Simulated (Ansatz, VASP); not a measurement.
## HgTe in VASP and in Ansatz

The input INCAR:

```
  ALGO = Normal
  EDIFF = 1E-6
  ENCUT = 520
  GGA = PE
  GGA_COMPAT = F
  ISIF = 2
  ISMEAR = -1
  LASPH = T
  LCHARG = F
  LORBIT = 11
  LORBMOM = T
  LREAL = F
  LSORBIT = T
  LWAVE = F
  MAGMOM = 0 0 0 0 0 0
  NBANDS = 30
  NELM = 150
  PREC = Accurate
  SIGMA = 0.02
```

File KPOINTS:

```
k-points
0
Gamma
  6 6 6
```

POSCAR

```
HgTe
1.0
    0.0000000000      3.2891578929      3.2891578929
    3.2891578929      0.0000000000      3.2891578929
    3.2891578929      3.2891578929      0.0000000000
Hg Te
1 1
Direct
    0.0000000000      0.0000000000      0.0000000000
    0.2500000000      0.2500000000      0.2500000000
```

Input for Ansatz:

```yaml
crystal:
  lattice:
    - [0.0, 3.2891578929, 3.2891578929]
    - [3.2891578929, 0.0, 3.2891578929]
    - [3.2891578929, 3.2891578929, 0.0]
  atoms:
    - { symbol: Hg, position: [0.0, 0.0, 0.0] }
    - { symbol: Te, position: [0.25, 0.25, 0.25] }
kpoints:
  mp_grid: { grid: [6, 6, 6] }
  band_path:
    path:
      - [0.0, 0.0, 0.0]
      - [-0.5, -0.5, 0.0]
      - [-0.375, -0.375, 0.25]
      - [-0.375, 0.0, 0.375]
      - [0.0, 0.0, 0.5]
      - [-0.5, -0.25, 0.25]
    npoints: 1
hamiltonian:
  xc: pbe
scf:
  occupations: { method: fermi_dirac, width: 0.02 }
  n_extra_bands: 8
magnetization:
  noncollinear: true
  spin_orbit: true
output:
  forces: true
  stress: true
  eigenvalues: true
```

Alike in both runs: task single point; functional PBE; k mesh 6 × 6 × 6; occupations fermi-dirac, width 0.02 eV; non-collinear spin, spin-orbit coupling.

|  | VASP | Ansatz |
| --- | --- | --- |
| version | VASP 6.6.1 | Ansatz 0.2.0 |
| potentials or method | VASP PAW PBE potentials, release 64 (Hg, Te) | plane waves, PAW |
| plane-wave cutoff (eV) | 520 | 420 |
| valence electrons in the cell | 18 | 36 |

|  | VASP | Ansatz | Ansatz less VASP |
| --- | --- | --- | --- |
| pressure (GPa) | 1.1 | 0.9 | -0.20 |
| net moment per atom (μB) | 0.00 | 0.00 | 0.000 |

VASP's potentials hold 18 valence electrons a cell and Ansatz's 36, so a difference there can come from the potentials and not from the codes.
